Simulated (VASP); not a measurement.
Wanted: the native input for a VASP 6.6.1 run.

```yaml
Task: single point
Functional: PBE
Potentials_or_basis: VASP PAW PBE potentials, release 64 (Al, In_d, Sb, N)
Cutoff: 520 eV
k_mesh: 2 × 2 × 2
Occupations: gaussian, width 0.15 eV
Spin: no spin polarisation
Dipole_correction: no
Further_INCAR_settings: ALGO = Normal; EDIFF = 1e-06; NBANDS = 41
```

The structure of AlIn3Sb2N2 lies in POSCAR:

```
AlIn3Sb2N2
1.0
    3.3656314002      1.9431481949      5.2774301511
   -3.3656314002      1.9431481949      5.2774301511
    0.0000000000     -3.8862963898      5.2774301511
Al In Sb N
1 3 2 2
Direct
    0.0000000000      0.0000000000      0.0000000000
    0.5000000000      0.5000000000      0.0000000000
    0.0000000000      0.5000000000      0.5000000000
    0.5000000000      0.0000000000      0.5000000000
    0.1632121998      0.1632121998      0.1632121998
    0.8367878002      0.8367878002      0.8367878002
    0.3845437360      0.3845437360      0.3845437360
    0.6154562640      0.6154562640      0.6154562640
```

One way to write it, as run:

INCAR

```
SYSTEM = AlIn3Sb2N2
  ALGO = Normal
  EDIFF = 1E-6
  ENCUT = 520
  GGA = PE
  ISIF = 2
  ISMEAR = 0
  LASPH = .TRUE.
  LCHARG = .FALSE.
  LREAL = .FALSE.
  LWAVE = .FALSE.
  NBANDS = 41
  NELM = 80
  PREC = Accurate
  SIGMA = 0.15
```

KPOINTS

```
k-points
0
G
  2 2 2
  0 0 0
```

Potentials or basis: VASP PAW PBE potentials, release 64 (Al, In_d, Sb, N).

Command:

```console
$ cat potpaw_PBE.64/Al/POTCAR potpaw_PBE.64/In_d/POTCAR potpaw_PBE.64/Sb/POTCAR potpaw_PBE.64/N/POTCAR > POTCAR
$ mpirun -np 1 vasp_std > vasp.out
```

Results of the run:

```json
{
 "Pressure": "-0.1 GPa",
 "Largest force": "0.015 eV/Å",
 "Band gap on the k mesh": "zero (band 31 reaches 5.40 eV, above the bottom of band 32 at 4.50 eV)"
}
```

Caveat: the k points lie up to 0.57 Å⁻¹ apart; spin-orbit coupling is left out, which moves the levels of the heavy elements.

Wall time 31 s on 1 thread of Intel(R) Xeon(R) 6975P-C (Granite Rapids), on a shared host, peak memory 0.36 GiB.
